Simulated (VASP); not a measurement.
# La (P6_3/mmc) in VASP: a series of runs, part 2 of 3

VASP 6.6.1. Earlier steps stand in the parts before.

### Step 3. Electric field gradients, PBE (z stretched by -1 % at fixed volume)

File INCAR:

```
SYSTEM = La
  ALGO = Normal
  EDIFF = 1E-8
  ENCUT = 520
  GGA = PE
  ISIF = 2
  ISMEAR = -1
  LASPH = .TRUE.
  LCHARG = .FALSE.
  LEFG = .TRUE.
  LREAL = .FALSE.
  LWAVE = .FALSE.
  NBANDS = 18
  NELM = 60
  PREC = Accurate
  SIGMA = 0.05
```

File KPOINTS:

```
k-points
0
G
  11 11 6
  0 0 0
```

File POSCAR:

```
La
1.0
    3.7688938684      0.0000000000      0.0000000000
   -1.8844469342      3.2639578342      0.0000000000
    0.0000000000      0.0000000000      6.0093000000
La
2
Direct
    0.3333333333      0.6666666667      0.2500000000
    0.6666666667      0.3333333333      0.7500000000
```

Potentials or basis: VASP PAW PBE potentials, release 64 (La).

Launch:

```
> cat potpaw_PBE.64/La/POTCAR > POTCAR
> mpirun -np 1 vasp_std > vasp.out
```

OUTCAR:

```text
SYSTEM = La
   EDIFF = 1E-8
   ENCUT = 520
   GGA = PE
   ISIF = 2
   ISMEAR = -1
   LASPH = .TRUE.
   LREAL = .FALSE.
   NELM = 60
   PREC = Accurate

 ion  position               nearest neighbor table
   1  0.333  0.667  0.250-
   2  0.667  0.333  0.750-

  LATTYP: Found a hexagonal cell.
 ALAT       =     3.7688938684
 C/A-ratio  =     1.5944465962

  Lattice vectors:

 A1 = (   3.7688938684,   0.0000000000,   0.0000000000)
 A2 = (  -1.8844469342,   3.2639578342,   0.0000000000)
 A3 = (   0.0000000000,   0.0000000000,   6.0093000000)

Analysis of symmetry for initial positions (statically):
=====================================================================
 Subroutine PRICEL returns:
 Original cell was already a primitive cell.

 Routine SETGRP: Setting up the symmetry group for a
[... 695 lines left out ...]
  energy-cutoff  :      520.00
  volume of cell :       73.92
      direct lattice vectors                 reciprocal lattice vectors
     3.768893868  0.000000000  0.000000000     0.265329838  0.153188253  0.000000000
    -1.884446934  3.263957834  0.000000000     0.000000000  0.306376507  0.000000000
     0.000000000  0.000000000  6.009300000     0.000000000  0.000000000  0.166408733

 POSITION                                       TOTAL-FORCE (eV/Angst)
 -----------------------------------------------------------------------------------
     -0.00000      2.17597      1.50232         0.000000      0.000000      0.000000
      1.88445      1.08799      4.50697        -0.000000     -0.000000      0.000000
 -----------------------------------------------------------------------------------
    total drift:                               -0.000000      0.000000     -0.000000

  FREE ENERGIE OF THE ION-ELECTRON SYSTEM (eV)
  ---------------------------------------------------
  free  energy   TOTEN  =        -9.7247413649 eV

  energy  without entropy=       -9.6917909459  energy(sigma->0) =       -9.70826616

 Electric field gradients (V/A^2)
---------------------------------------------------------------------
 ion       V_xx      V_yy      V_zz      V_xy      V_xz      V_yz
---------------------------------------------------------------------
   1     -12.309   -12.309    24.618     0.001     0.000    -0.000
   2     -12.309   -12.309    24.618     0.001    -0.000     0.000
---------------------------------------------------------------------

 Electric field gradients after diagonalization (V/A^2)
 (convention: |V_zz| > |V_xx| > |V_yy|)
----------------------------------------------------------------------
 ion       V_xx      V_yy      V_zz     asymmetry (V_yy - V_xx)/ V_zz
----------------------------------------------------------------------
   1     -12.310   -12.308    24.618       0.000
   2     -12.310   -12.308    24.618       0.000
----------------------------------------------------------------------

           NMR quadrupolar parameters

 Cq : quadrupolar parameter    Cq=e*Q*V_zz/h
 eta: asymmetry parameters     (V_yy - V_xx)/ V_zz
 Q  : nuclear electric quadrupole moment in mb (millibarn)
----------------------------------------------------------------------
 ion       Cq(MHz)       eta       Q (mb)
----------------------------------------------------------------------
   1       0.060       0.000       1.000
   2       0.060       0.000       1.000
----------------------------------------------------------------------
```

OSZICAR:

```text
N       E                     dE             d eps       ncg     rms          rms(c)
DAV:   1     0.253965727514E+03    0.25397E+03   -0.80269E+03  2312   0.168E+03
DAV:   2     0.275730342329E+02   -0.22639E+03   -0.22326E+03  3328   0.304E+02
DAV:   3    -0.624309142607E+01   -0.33816E+02   -0.32970E+02  3790   0.137E+02
[... 14 lines left out ...]
DAV:  18    -0.972474107416E+01   -0.37405E-06   -0.93965E-08  4232   0.318E-03    0.803E-04
DAV:  19    -0.972474131046E+01   -0.23630E-06   -0.16073E-08  3080   0.136E-03    0.158E-04
DAV:  20    -0.972474134163E+01   -0.31167E-07   -0.22044E-09  2768   0.101E-03    0.836E-05
DAV:  21    -0.972474136354E+01   -0.21909E-07   -0.14766E-09  2688   0.691E-04    0.193E-05
DAV:  22    -0.972474136486E+01   -0.13169E-08   -0.10475E-09  2632   0.767E-04
   1 F= -.97247414E+01 E0= -.97082662E+01  d E =-.329504E-01
```

It took 80 s on 1 thread of AMD EPYC 9R45 (Zen 5), shared host; peak memory 0.21 GiB.

Results:

```
Free energy                             : -9.7247 eV
Pressure                                : 0.5 GPa
Band gap on the k mesh                  : zero (bands 11 and 12 overlap by 1.50 eV)
Largest electric field gradient by atom : La +24.6 V/Å²
```

Levels at points of the mesh, in eV from the Fermi level:
```csv
k point,band 7,band 8,band 9,band 10,band 11,band 12,band 13,band 14,band 15,band 16
"(0.00, 0.00, 0.00)",-15.86,-15.80,-3.16,-1.76,1.14,1.30,1.30,1.56,1.66,1.66
"(0.00, 0.00, 0.50)",-15.96,-15.96,-1.83,-1.83,0.63,0.63,1.33,1.33,1.33,1.33
```

Electric field gradients, principal values (V/Å²):
| atom | least | middle | greatest (by size) |
| --- | --- | --- | --- |
| 1 La | -12.308 | -12.310 | 24.618 |
| 2 La | -12.308 | -12.310 | 24.618 |

Caveat: without QUAD_EFG the Cq values of the log hold for a quadrupole moment of 1 mb, not for the nuclei; spin-orbit coupling is left out, which moves the levels of the heavy elements.

### Step 4. Electric field gradients, PBE (z stretched by +1 % at fixed volume)

File INCAR:

```
PREC = Accurate
ENCUT = 520
EDIFF = 1E-8
ISMEAR = -1
SIGMA = 0.05
LREAL = False
LASPH = True
NELM = 60
ALGO = Normal
ISIF = 2
LWAVE = False
LCHARG = False
GGA = PE
LEFG = True
NBANDS = 18
```

File KPOINTS:

```
regular mesh
0
Gamma
  11 11 6
```

File POSCAR:

```
La
1.0
    3.7313915038      0.0000000000      0.0000000000
   -1.8656957518      3.2314798337      0.0000000000
    0.0000000000      0.0000000000      6.1307000000
La
2
Direct
    0.3333333333      0.6666666667      0.2500000000
    0.6666666667      0.3333333333      0.7500000000
```

Potentials or basis: VASP PAW PBE potentials, release 64 (La).

Launch:

```
> cat potpaw_PBE.64/La/POTCAR > POTCAR
> mpirun -np 1 vasp_std > vasp.out
```

OUTCAR:

```text
PREC = Accurate
   ENCUT = 520
   EDIFF = 1E-8
   ISMEAR = -1
   LREAL = False
   LASPH = True
   NELM = 60
   ISIF = 2
   GGA = PE

 ion  position               nearest neighbor table
   1  0.333  0.667  0.250-
   2  0.667  0.333  0.750-

  LATTYP: Found a hexagonal cell.
 ALAT       =     3.7313915038
 C/A-ratio  =     1.6430063674

  Lattice vectors:

 A1 = (   3.7313915038,   0.0000000000,   0.0000000000)
 A2 = (  -1.8656957518,   3.2314798337,   0.0000000000)
 A3 = (   0.0000000000,   0.0000000000,   6.1307000000)

Analysis of symmetry for initial positions (statically):
=====================================================================
 Subroutine PRICEL returns:
 Original cell was already a primitive cell.

 Routine SETGRP: Setting up the symmetry group for a
 hexagonal supercell.

 Subroutine GETGRP returns: Found 24 space group operations
[... 692 lines left out ...]
  energy-cutoff  :      520.00
  volume of cell :       73.92
      direct lattice vectors                 reciprocal lattice vectors
     3.731391504  0.000000000  0.000000000     0.267996537  0.154727873  0.000000000
    -1.865695752  3.231479834  0.000000000     0.000000000  0.309455745  0.000000000
     0.000000000  0.000000000  6.130700000     0.000000000  0.000000000  0.163113511

 POSITION                                       TOTAL-FORCE (eV/Angst)
 -----------------------------------------------------------------------------------
     -0.00000      2.15432      1.53268         0.000000     -0.000000      0.000000
      1.86570      1.07716      4.59802        -0.000000      0.000000      0.000000
 -----------------------------------------------------------------------------------
    total drift:                               -0.000000      0.000000     -0.000000

  FREE ENERGIE OF THE ION-ELECTRON SYSTEM (eV)
  ---------------------------------------------------
  free  energy   TOTEN  =        -9.7230312721 eV

  energy  without entropy=       -9.6890290455  energy(sigma->0) =       -9.70603016

 Electric field gradients (V/A^2)
---------------------------------------------------------------------
 ion       V_xx      V_yy      V_zz      V_xy      V_xz      V_yz
---------------------------------------------------------------------
   1       0.015     0.015    -0.030     0.000     0.000    -0.000
   2       0.015     0.015    -0.030     0.000    -0.000     0.000
---------------------------------------------------------------------

 Electric field gradients after diagonalization (V/A^2)
 (convention: |V_zz| > |V_xx| > |V_yy|)
----------------------------------------------------------------------
 ion       V_xx      V_yy      V_zz     asymmetry (V_yy - V_xx)/ V_zz
----------------------------------------------------------------------
   1       0.016     0.015    -0.030       0.032
   2       0.016     0.015    -0.030       0.032
----------------------------------------------------------------------

           NMR quadrupolar parameters

 Cq : quadrupolar parameter    Cq=e*Q*V_zz/h
 eta: asymmetry parameters     (V_yy - V_xx)/ V_zz
 Q  : nuclear electric quadrupole moment in mb (millibarn)
----------------------------------------------------------------------
 ion       Cq(MHz)       eta       Q (mb)
----------------------------------------------------------------------
   1      -0.000       0.032       1.000
   2      -0.000       0.032       1.000
----------------------------------------------------------------------
```

stdout:

```text
POSCAR found type information on POSCAR La
 POSCAR found :  1 types and       2 ions
 scaLAPACK will be used
 LDA part: xc-table for (Slater+PW92), standard interpolation
 POSCAR, INCAR and KPOINTS ok, starting setup
 FFT: planning ... GRIDC
 FFT: planning ... GRID_SOFT
 FFT: planning ... GRID
 WAVECAR not read
 entering main loop
ion   1

ion   2
```

It took 80 s on 1 thread of AMD EPYC 9R45 (Zen 5), shared host; peak memory 0.21 GiB.

Results:

```yaml
Free_energy: -9.7230 eV
Pressure: 0.5 GPa
Band_gap_on_the_k_mesh: zero (bands 11 and 12 overlap by 1.46 eV)
Largest_electric_field_gradient_by_atom: under 0.05 V/Å² on every atom
```

Caveat: spin-orbit coupling is left out, which moves the levels of the heavy elements.

(Continued in part 3 of 3.)
